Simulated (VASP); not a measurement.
Write the native input for VASP 6.6.1 that does the following.

```
Task                   : single point
Functional             : LDA
Potentials or basis    : VASP PAW LDA potentials, release 64 (Hf_pv, Ru_pv)
Cutoff                 : 520 eV
k mesh                 : 8 × 8 × 8
Occupations            : fermi-dirac, width 0.05 eV
Spin                   : no spin polarisation
Dipole correction      : no
Further INCAR settings : ALGO = Normal; EDIFF = 1e-06; NBANDS = 19
```

The structure of HfRu lies in POSCAR:

```
HfRu
1.0
    3.1815336379      0.0000000000      0.0000000000
    0.0000000000      3.1815336379      0.0000000000
    0.0000000000      0.0000000000      3.1815336379
Hf Ru
1 1
Direct
    0.0000000000      0.0000000000      0.0000000000
    0.5000000000      0.5000000000      0.5000000000
```

These files were run (other wordings do the same):

INCAR

```
SYSTEM = HfRu
PREC = Accurate
ENCUT = 520
EDIFF = 1E-6
ISMEAR = -1
SIGMA = 0.05
LREAL = .False.
LASPH = .True.
NELM = 80
ALGO = Normal
ISIF = 2
LWAVE = .False.
LCHARG = .False.
NBANDS = 19
```

KPOINTS

```
Automatic mesh
0
Gamma
  8 8 8
  0 0 0
```

Potentials or basis: VASP PAW LDA potentials, release 64 (Hf_pv, Ru_pv).

Launch:

```console
$ cat potpaw_LDA.64/Hf_pv/POTCAR potpaw_LDA.64/Ru_pv/POTCAR > POTCAR
$ mpirun -np 1 vasp_std > vasp.out
```

It gave:

| Quantity | Value |
| --- | --- |
| Pressure | -0.4 GPa |
| Band gap on the k mesh | zero (bands 12 and 13 overlap by 1.73 eV) |

Caveat: spin-orbit coupling is left out, which moves the levels of the heavy elements.

It took 8.3 s on 1 thread of Intel(R) Xeon(R) Platinum 8488C (Sapphire Rapids), with other jobs on the host, peak memory 0.14 GiB.
